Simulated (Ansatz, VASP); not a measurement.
**Two plane-wave programs on BiTe5**

INCAR

```
  PREC = Accurate
  ENCUT = 600
  EDIFF = 1E-7
  ISMEAR = 0
  SIGMA = 0.1
  LREAL = F
  LASPH = T
  NELM = 100
  ALGO = Normal
  ISIF = 3
  LWAVE = F
  LCHARG = F
  GGA = PE
  IBRION = 2
  NSW = 100
  EDIFFG = -0.01
```

KPOINTS

```
regular mesh
0
Gamma
  8 8 8
```

File POSCAR:

```
BiTe5
1.0
    0.0000000000      4.5013807701      4.5013807701
    4.5013807701      0.0000000000      4.5013807701
    4.5013807701      4.5013807701      0.0000000000
Bi Te
1 5
Direct
    0.0000000000      0.0000000000      0.0000000000
    0.2500000000      0.2500000000      0.2500000000
    0.1261837925      0.6246054025      0.6246054025
    0.6246054025      0.6246054025      0.6246054025
    0.6246054025      0.1261837925      0.6246054025
    0.6246054025      0.6246054025      0.1261837925
```

Input for Ansatz:

```yaml
crystal:
  lattice:
    - [0.0, 4.5013807771, 4.5013807771]
    - [4.5013807771, 0.0, 4.5013807771]
    - [4.5013807771, 4.5013807771, 0.0]
  atoms:
    - { symbol: Bi, position: [0.0, 0.0, 0.0] }
    - { symbol: Te, position: [0.25, 0.25, 0.25] }
    - { symbol: Te, position: [0.1261837944, 0.6246054019, 0.6246054019] }
    - { symbol: Te, position: [0.6246054019, 0.6246054019, 0.6246054019] }
    - { symbol: Te, position: [0.6246054019, 0.1261837944, 0.6246054019] }
    - { symbol: Te, position: [0.6246054019, 0.6246054019, 0.1261837944] }
basis:
  ecutwfc: 420
kpoints:
  mp_grid: { grid: [8, 8, 8] }
hamiltonian:
  xc: pbe
scf:
  occupations: { method: gaussian, width: 0.1 }
output:
  forces: true
  stress: true
  eigenvalues: true
relax:
  adjacent_minimum: "off"
  f_tol: 0.01
  max_steps: 80
  cell: { stress_tol: 0.05 }
```

Change from the starting cell: species swapped into the ZrCu5 type (F-43m, No. 216).

Alike in both runs: task relaxation of cell and atoms; functional PBE; k mesh 8 × 8 × 8; occupations gaussian, width 0.1 eV; no spin polarisation.

|  | VASP | Ansatz |
| --- | --- | --- |
| version | VASP 6.6.1 | Ansatz 0.2.0 |
| potentials or method | VASP PAW PBE potentials, release 64 (Bi_d, Te), cutoff 600 eV | scalar-relativistic, plane waves, PAW |
| valence electrons in the cell | 45 | 95 |

|  | VASP | Ansatz | Ansatz less VASP |
| --- | --- | --- | --- |
| gap on the k mesh at the Fermi level, each at its own relaxed structure (eV) | none | none | - |
| relaxed volume (Å³/atom) | 30.34 | 30.40 | +0.063 |
| relaxed cell length with the largest relative difference (Å) | 6.362 | 6.366 | +0.0044 |

A gap of «none» marks a metal or a gap that the smearing closes. VASP's potentials hold 45 valence electrons a cell and Ansatz's 95, so a difference there can come from the potentials and not from the codes.

Spin-orbit coupling is off throughout.
